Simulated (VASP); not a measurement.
A run of VASP 6.6.1 is set up as follows.

Contents of INCAR:

```
PREC = Accurate ; ENCUT = 400
EDIFF = 1E-6 ; ISMEAR = 1
SIGMA = 0.05 ; LREAL = False
LASPH = True ; NELM = 120
ALGO = Normal ; ISIF = 2
LWAVE = False ; LCHARG = False
GGA = PE ; NBANDS = 50
GGA_COMPAT = False
```

The input KPOINTS:

```
Automatic mesh
0
Gamma
  2 2 2
```

The input POSCAR:

```
PbS
1.0
    0.0000000000      5.9315000000      5.9315000000
    5.9315000000      0.0000000000      5.9315000000
    2.9657500000      2.9657500000      0.0000000000
Pb S
4 4
Direct
   -0.0045189244      0.0038937874      0.0060406305
   -0.0024047037      0.5028993509     -0.0007217399
    0.5036084464     -0.0148971592      0.0073477198
    0.5020806710      0.5130939054     -0.0033837984
    0.2409286015      0.2688338532      0.4972297058
    0.2733562337      0.7348250021      0.4681529124
    0.7637699570      0.2290035404      0.5099814549
    0.7340472056      0.7322979010      0.5095864452
```

Potentials or basis: VASP PAW PBE potentials, release 64 (Pb_d, S).

The run is started by

```console
$ cat potpaw_PBE.64/Pb_d/POTCAR potpaw_PBE.64/S/POTCAR > POTCAR
$ mpirun -np 1 vasp_std > vasp.out
```

(1) What does it give for the band gap on the k mesh?

(2) What does it give for the pressure?

## Answers

(1) 0.35 eV (least direct gap 0.37 eV).

(2) 3.7 GPa.

Caveat: the k points lie up to 0.75 Å⁻¹ apart; spin-orbit coupling is left out, which moves the levels of the heavy elements.
